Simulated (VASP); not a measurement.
A run of VASP 6.6.1:

Contents of POSCAR:

```
ScAl5
1.0
    2.0412915172     -6.1660544765      0.0000000000
    2.0412915172      6.1660544765      0.0000000000
    0.0000000000      0.0000000000      4.0954327800
Sc Al
1 5
Direct
    0.5000000000      0.5000000000      0.5000000000
    0.0000000000      0.0000000000      0.0000000000
    0.3301036908      0.6698963092      0.0000000000
    0.6698963092      0.3301036908      0.0000000000
    0.8307794070      0.1692205930      0.5000000000
    0.1692205930      0.8307794070      0.5000000000
```

Contents of INCAR.step1:

```
SYSTEM = ScAl5
ALGO = Fast ; EDIFF = 1E-7
ENCUT = 520 ; GGA = PE
ISIF = 2 ; ISMEAR = 0
LASPH = .True. ; LCHARG = .True.
LMAXMIX = 4 ; LREAL = .False.
LWAVE = .False. ; NBANDS = 22
NELM = 100 ; PREC = Accurate
SIGMA = 0.1
```

The input KPOINTS.step1:

```
k-points
0
Gamma
  10 10 10
  0 0 0
```

File INCAR.step2:

```
SYSTEM = ScAl5
ALGO = Fast ; EDIFF = 1E-7
ENCUT = 520 ; GGA = PE
ICHARG = 11 ; ISIF = 2
ISMEAR = -5 ; LASPH = .True.
LCHARG = .False. ; LMAXMIX = 4
LORBIT = 11 ; LREAL = .False.
LWAVE = .False. ; NBANDS = 22
NEDOS = 2001 ; NELM = 100
PREC = Accurate ; SIGMA = 0.1
```

Contents of KPOINTS.step2:

```
k-points
0
Gamma
  15 15 15
  0 0 0
```

Potentials or basis: VASP PAW PBE potentials, release 64 (Sc_sv, Al).

Command:

```sh
$ cat potpaw_PBE.64/Sc_sv/POTCAR potpaw_PBE.64/Al/POTCAR > POTCAR
$ cp INCAR.step1 INCAR
$ cp KPOINTS.step1 KPOINTS
$ mpirun -np 1 vasp_std > vasp.out
$ cp INCAR.step2 INCAR
$ cp KPOINTS.step2 KPOINTS
$ mpirun -np 1 vasp_std > vasp.out
```

Hardware: 1 thread of Intel(R) Xeon(R) Platinum 8559C (Emerald Rapids) (shared host).

Problem. How long does it take, and how much memory?

Solution. Wall time 17 min on 1 thread of Intel(R) Xeon(R) Platinum 8559C (Emerald Rapids), with other jobs on the host, peak memory 1 GiB. Counts: k points 512.
